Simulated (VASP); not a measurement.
# CoSn (P6/mmm) in VASP: a series of runs

CoSn is run at these levels: PBE; tasks: single point.

Program: VASP 6.6.1. These are calculated values, not measurements. Logs are shortened: lines on timing, memory, paths and dates and some standing lists are left out, and cuts for length are marked.

## (1) The cell of the first run

It takes space group P6/mmm (No. 191, hexagonal). The conventional cell has a = 5.369 Å, b = 5.369 Å, c = 4.117 Å, α = 90.00°, β = 90.00°, γ = 120.00°. Co (site symmetry mmm) has 6 Sn at 2.58 to 2.68 Å and 4 Co at 2.68 Å within 3.4 Å. Sn (site symmetry -6m2) has 6 Co at 2.58 Å and 3 Sn at 3.10 Å within 3.4 Å. Within 3.5 Å of Sn (site symmetry 6/mmm) lie 6 Co at 2.68 Å.

## (2) Single point, PBE

INCAR

```
SYSTEM = CoSn
PREC = Accurate
ENCUT = 520
EDIFF = 1E-6
ISMEAR = 0
SIGMA = 0.15
LREAL = .False.
LASPH = .True.
NELM = 60
ALGO = Fast
ISIF = 2
LWAVE = .False.
LCHARG = .True.
GGA = PE
LELF = .True.
LVHAR = .True.
NBANDS = 44
```

KPOINTS

```
regular mesh
0
Gamma
  12 12 12
  0 0 0
```

POSCAR

```
CoSn
1.0
    5.3691499787      0.0000000000      0.0000000000
   -2.6845749894      4.6498202783      0.0000000000
    0.0000000000      0.0000000000      4.1167142611
Co Sn
3 3
Direct
    0.0000000000      0.5000000000      0.0000000000
    0.5000000000      0.5000000000      0.0000000000
    0.5000000000      0.0000000000      0.0000000000
    0.6666666667      0.3333333333      0.5000000000
    0.3333333333      0.6666666667      0.5000000000
    0.0000000000      0.0000000000      0.0000000000
```

Potentials or basis: VASP PAW PBE potentials, release 64 (Co, Sn_d).

Command:

```sh
> cat potpaw_PBE.64/Co/POTCAR potpaw_PBE.64/Sn_d/POTCAR > POTCAR
> mpirun -np 1 vasp_std > vasp.out
```

OUTCAR:

```text
SYSTEM = CoSn
   PREC = Accurate
   ENCUT = 520
   EDIFF = 1E-6
   ISMEAR = 0
   LREAL = .False.
   LASPH = .True.
   NELM = 60
   ISIF = 2
   GGA = PE

 ion  position               nearest neighbor table
   1  0.000  0.500  0.000-   4 2.58   5 2.58   4 2.58   5 2.58   3 2.68   3 2.68   2 2.68   2 2.68
                             6 2.68   6 2.68
   2  0.500  0.500  0.000-   4 2.58   5 2.58   4 2.58   5 2.58   6 2.68   6 2.68   1 2.68   1 2.68
                             3 2.68   3 2.68
   3  0.500  0.000  0.000-   4 2.58   5 2.58   4 2.58   5 2.58   1 2.68   1 2.68   6 2.68   6 2.68
                             2 2.68   2 2.68
   4  0.667  0.333  0.500-   1 2.58   1 2.58   3 2.58   3 2.58   2 2.58   2 2.58   5 3.10   5 3.10
                             5 3.10   6 3.72   6 3.72   6 3.72   6 3.72   6 3.72   6 3.72
   5  0.333  0.667  0.500-   1 2.58   1 2.58   3 2.58   3 2.58   2 2.58   2 2.58   4 3.10   4 3.10
                             4 3.10   6 3.72   6 3.72   6 3.72   6 3.72   6 3.72   6 3.72
   6  0.000  0.000  0.000-   2 2.68   2 2.68   3 2.68   3 2.68   1 2.68   1 2.68   5 3.72   4 3.72
                             5 3.72   4 3.72   4 3.72   5 3.72   5 3.72   4 3.72   5 3.72   5 3.72

  LATTYP: Found a hexagonal cell.
 ALAT       =     5.3691499787
 C/A-ratio  =     0.7667348235

  Lattice vectors:

 A1 = (   5.3691499787,   0.0000000000,   0.0000000000)
 A2 = (  -2.6845749894,   4.6498202783,   0.0000000000)
 A3 = (   0.0000000000,   0.0000000000,   4.1167142611)

Analysis of symmetry for initial positions (statically):
=====================================================================
 Subroutine PRICEL returns:
 Original cell was already a primitive cell.

 Routine SETGRP: Setting up the symmetry group for a
 hexagonal supercell.

 Subroutine GETGRP returns: Found 24 space group operations
 (whereof 24 operations were pure point group operations)
 out of a pool of 24 trial point group operations.

The static configuration has the point symmetry D_6h.

Analysis of symmetry for dynamics (positions and initial velocities):
=====================================================================
 Subroutine PRICEL returns:
 Original cell was already a primitive cell.

 Routine SETGRP: Setting up the symmetry group for a
 hexagonal supercell.

 Subroutine GETGRP returns: Found 24 space group operations
 (whereof 24 operations were pure point group operations)
 out of a pool of 24 trial point group operations.

The dynamic configuration has the point symmetry D_6h.

[... 111 lines left out ...]
   NFREE  =      0    steps in history (QN), initial steepest desc. (CG)
   ISIF   =      2    stress and relaxation
   ISYM   =      2    0-nonsym 1-usesym 2-fastsym
   POTIM  = 0.5000    time-step for ionic-motion
   TEBEG  =    0.0;   TEEND  =   0.0 temperature during run
   PSTRESS=    0.0 pullay stress
   NELECT =      69.0000    total number of electrons
   NUPDOWN=      -1.0000    fix difference up-down
   EMIN   =  10.00;   EMAX   =-10.00  energy-range for DOS
   EFERMI =   0.00;   METHOD = LEGACY
   ISMEAR =     0;   SIGMA  =   0.15  broadening in eV -4-tet -1-fermi 0-gaus
   EFERMI_NEDOS =   21; number of points for ismear=-14 and -15
   IALGO  =     68    algorithm
   IMIX   =      4    mixing-type and parameters
     AMIX     =   0.40;   BMIX     =  1.00
     AMIX_MAG =   1.60;   BMIX_MAG =  1.00
  volume/ion in A,a.u.               =      17.13       115.59
  Fermi-wavevector in a.u.,A,eV,Ry     =   1.433487  2.708897 27.958402  2.054885
  Thomas-Fermi vector in A             =   2.553000
   LORBIT       =      0    0 simple, 1 ext, 2 COOP (PROOUT), +10 PAW based schemes
   GGA     = PE    functional components
   LHFCALC =     F    Hartree Fock is set to
   AEXX    =    0.0000 exact exchange contribution
   IVDW    =     0    specifies the selected vdW correction
   LEPSILON=     F    determine dielectric tensor
   LRPA    =     F    only Hartree local field effects (RPA)
 non-spin polarized calculation
 RMM-DIIS sequential band-by-band and
 Gauss-broadening in eV      SIGMA  =   0.15
  energy-cutoff  :      520.00
  volume of cell :      102.78
 maximum number of plane-waves:      2796
 NGX is ok and might be reduce to    40
   NGX = 19   NGY = 19   NGZ = 15

 number of electron      69.0000016 magnetization

 Free energy of the ion-electron system (eV)
  ---------------------------------------------------
  ext. energy  EPLUGINS =         0.00000000
  ---------------------------------------------------
  free energy    TOTEN  =       -33.19033125 eV

  energy without entropy =      -33.15900809  energy(sigma->0) =      -33.17466967

 E-fermi :   9.7799     XC(G=0): -11.7083

 val. band max:        9.7711372677   @ k =   0.0833   0.0000   0.3333
 cond. band min:       9.7838259633   @ k =   0.0833   0.0833   0.4167
 fundamental gap:      0.0126886956
 Fermi energy:         9.7798661253

 k-point     1 :       0.0000    0.0000    0.0000
  band No.  band energies     occupation
      1     -11.7995      2.00000
      2     -11.6904      2.00000
      3     -11.6904      2.00000
      4     -11.5719      2.00000
      5     -11.5719      2.00000
      6     -11.5229      2.00000
[... 1117 lines left out ...]
     43      14.3509      0.00000
     44      15.9139      0.00000

 [... further k-points ...]

------------------------ aborting loop because EDIFF is reached ----------------------------------------

  FORCE on cell =-STRESS in cart. coord.  units (eV):
  Direction    XX          YY          ZZ          XY          YZ          ZX
  --------------------------------------------------------------------------------------
  -------------------------------------------------------------------------------------
  Total       -1.5556662     -1.5556662      3.4746899      0.0000000      0.0000000      0.0000000
  in kB      -24.2512747    -24.2512747     54.1669286      0.0000000      0.0000000      0.0000000
  external PRESSURE =       1.8881264 kB  Pullay stress =       0.0000000 kB

 VOLUME and BASIS-vectors are now :
 -----------------------------------------------------------------------------
  energy-cutoff  :      520.00
  volume of cell :      102.78
      direct lattice vectors                 reciprocal lattice vectors
     5.369149979  0.000000000  0.000000000     0.186249221  0.107531038  0.000000000
    -2.684574989  4.649820278  0.000000000     0.000000000  0.215062076  0.000000000
     0.000000000  0.000000000  4.116714261     0.000000000  0.000000000  0.242912171

 POSITION                                       TOTAL-FORCE (eV/Angst)
 -----------------------------------------------------------------------------------
     -1.34229      2.32491      0.00000         0.000000     -0.000000      0.000000
      1.34229      2.32491      0.00000         0.000000     -0.000000      0.000000
      2.68457      0.00000      0.00000         0.000000     -0.000000      0.000000
      2.68457      1.54994      2.05836         0.000000     -0.000000      0.000000
     -0.00000      3.09988      2.05836        -0.000000      0.000000      0.000000
      0.00000      0.00000      0.00000         0.000000     -0.000000      0.000000
 -----------------------------------------------------------------------------------
    total drift:                               -0.000000      0.000000     -0.000000

  FREE ENERGIE OF THE ION-ELECTRON SYSTEM (eV)
  ---------------------------------------------------
  free  energy   TOTEN  =       -33.1903312475 eV

  energy  without entropy=      -33.1590080897  energy(sigma->0) =      -33.17466967
```

OSZICAR:

```text
N       E                     dE             d eps       ncg     rms          rms(c)
DAV:   1     0.694588454557E+03    0.69459E+03   -0.31428E+04 11848   0.248E+03
DAV:   2     0.735047789388E+02   -0.62108E+03   -0.60257E+03 11704   0.605E+02
DAV:   3    -0.301468817007E+02   -0.10365E+03   -0.10045E+03 11920   0.223E+02
DAV:   4    -0.355511432030E+02   -0.54043E+01   -0.53570E+01 13272   0.571E+01
DAV:   5    -0.357162884258E+02   -0.16515E+00   -0.16508E+00 15868   0.911E+00    0.144E+01
RMM:   6    -0.377607284857E+02   -0.20444E+01   -0.29670E+01 12573   0.364E+01    0.166E+01
RMM:   7    -0.334614981294E+02    0.42992E+01   -0.92641E+00 12502   0.225E+01    0.442E+00
RMM:   8    -0.331892116013E+02    0.27229E+00   -0.74110E-01 13423   0.462E+00    0.872E-01
RMM:   9    -0.331887900159E+02    0.42159E-03   -0.12520E-01 17063   0.205E+00    0.264E-01
RMM:  10    -0.331900085349E+02   -0.12185E-02   -0.24995E-02 18836   0.849E-01    0.153E-01
RMM:  11    -0.331902104504E+02   -0.20192E-03   -0.40334E-03 19215   0.390E-01    0.882E-02
RMM:  12    -0.331903050927E+02   -0.94642E-04   -0.11002E-03 20374   0.169E-01    0.299E-02
RMM:  13    -0.331903274257E+02   -0.22333E-04   -0.25192E-04 20124   0.750E-02    0.156E-02
RMM:  14    -0.331903294751E+02   -0.20495E-05   -0.53333E-05 19383   0.369E-02    0.799E-03
RMM:  15    -0.331903305379E+02   -0.10628E-05   -0.14505E-05 15460   0.186E-02    0.271E-03
RMM:  16    -0.331903312475E+02   -0.70960E-06   -0.40412E-06  9148   0.116E-02
   1 F= -.33190331E+02 E0= -.33174670E+02  d E =-.313232E-01
```

stdout:

```text
POSCAR found type information on POSCAR CoSn
 POSCAR found :  2 types and       6 ions
 scaLAPACK will be used
 LDA part: xc-table for (Slater+PW92), standard interpolation
 POSCAR, INCAR and KPOINTS ok, starting setup
 FFT: planning ... GRIDC
 FFT: planning ... GRID_SOFT
 FFT: planning ... GRID
 WAVECAR not read
 entering main loop
WARNING in EDDRMM: call to ZHEGV failed, returncode =   6  3     41
WARNING in EDDRMM: call to ZHEGV failed, returncode =   8  4     43
```

Run time: 7.5 min. Hardware: 1 thread of AMD EPYC 9R45 (Zen 5), shared host; peak memory 0.53 GiB.

Results:

- Free energy: -33.1903 eV
- Pressure: 0.2 GPa

Stress tensor (GPa, compression positive):
```
-2.43  0.00  0.00
 0.00 -2.43  0.00
 0.00  0.00  5.42
```

Caveat: spin-orbit coupling is left out, which moves the levels of the heavy elements.

[end of part 1 of 2]
